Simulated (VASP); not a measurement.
Runs of VASP 6.6.1 on HfN. The structure is that of space group Fm-3m (No. 225), or close to it. The cells are those of the table. 

| task | cell | gap on the mesh (eV) | pressure (GPa) |
| --- | --- | --- | --- |
| electric field gradients | a = 3.182, b = 3.182, c = 3.206 Å, angles 59.8, 59.8, 60.5°, 2 atoms | none | (a) |
| single point | a = 3.190 Å, angles 60.0°, 2 atoms | none | 4.2 |
| single point | a = 3.255 Å, angles 57.4°, 2 atoms | none | 4.7 |
| electric field gradients | a = 3.255 Å, angles 57.4°, 2 atoms | none | 4.7 |

Alike in all rows: level PBE; potentials or basis VASP PAW PBE potentials, release 64 (Hf_pv, N); no spin polarisation; k mesh 16 × 16 × 16; cutoff (eV) 520; smearing fermi-dirac 0.05 eV.

Problem. Estimate the missing entries.

Solution. (a) 4.4.

Caveats: spin-orbit coupling is left out, which moves the levels of the heavy elements; the cell stands under pressure (at least some runs); the stress differs along the axes, from 2 to 10 GPa (at least some runs).

A k mesh can miss the band edges, and the runs leave out spin-orbit coupling on Hf.

A gap of «none» marks levels without a gap at the run's occupations.
